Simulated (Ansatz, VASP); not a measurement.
One calculation of Be2C, two programs

```
CELL_PARAMETERS angstrom
0.00000 2.16049 2.16049
2.16049 0.00000 2.16049
2.16049 2.16049 0.00000
ATOMIC_POSITIONS crystal
C 0.00000 0.00000 0.00000
Be 0.25000 0.25000 0.25000
Be 0.75000 0.75000 0.75000
```

Alike in both runs: task single point; functional r2SCAN; k mesh 8 × 8 × 8; no spin polarisation.

```csv
,VASP,Ansatz
version,VASP 6.6.1,Ansatz 0.2.0
potentials or method,"VASP PAW PBE potentials, release 64 (C, Be)","plane waves, PAW"
plane-wave cutoff (eV),660,500
occupations,"gaussian, width 0.01 eV",fixed
valence electrons in the cell,8,8
```

VASP gave:

```
gap on the k mesh at the Fermi level (eV) : 1.53
pressure (GPa)                            : 0.8
```

Task: Estimate Ansatz's values.

Result: gap on the k mesh at the Fermi level (eV): 1.53; pressure (GPa): 0.0.

VASP's potentials were made for PBE, not for r2SCAN.
